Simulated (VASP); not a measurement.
Set up this calculation in VASP 6.6.1, as the native input.

```yaml
Task: single point
Functional: PBE
Potentials_or_basis: VASP PAW PBE potentials, release 64 (Ta_pv)
Cutoff: 520 eV
k_mesh: 9 × 9 × 13
Occupations: fermi-dirac, width 0.08 eV
Spin: no spin polarisation
Dipole_correction: no
Further_INCAR_settings: ALGO = Normal; EDIFF = 1e-06; NBANDS = 24
```

The structure of Ta lies in POSCAR:

```
Ta
1.0
    0.0000000000      3.3195547167     -3.3195547167
   -3.3195547167      0.0000000000      3.3195547167
    1.6597773584      1.6597773584      1.6597773584
Ta
3
Direct
    0.0000000000      0.0000000000      0.0000000000
    0.3333333330      0.6666666670      0.3333333330
    0.6666666670      0.3333333330      0.6666666670
```

The input as run:

INCAR

```
PREC = Accurate
ENCUT = 520
EDIFF = 1E-6
ISMEAR = -1
SIGMA = 0.08
LREAL = False
LASPH = True
NELM = 80
ALGO = Normal
ISIF = 2
LWAVE = False
LCHARG = False
GGA = PE
NBANDS = 24
```

KPOINTS

```
Automatic mesh
0
Gamma
  9 9 13
```

Potentials or basis: VASP PAW PBE potentials, release 64 (Ta_pv).

The run is started by

```sh
$ cat potpaw_PBE.64/Ta_pv/POTCAR > POTCAR
$ mpirun -np 1 vasp_std > vasp.out
```

Results of the run:

```
Pressure               : 0.1 GPa
Band gap on the k mesh : zero (an odd number of electrons rules out a gap without spin polarisation)
```

Caveat: spin-orbit coupling is left out, which moves the levels of the heavy elements.

Run time: 97 s on 1 thread of Intel(R) Xeon(R) 6975P-C (Granite Rapids), with other jobs on the host, peak memory 0.27 GiB.
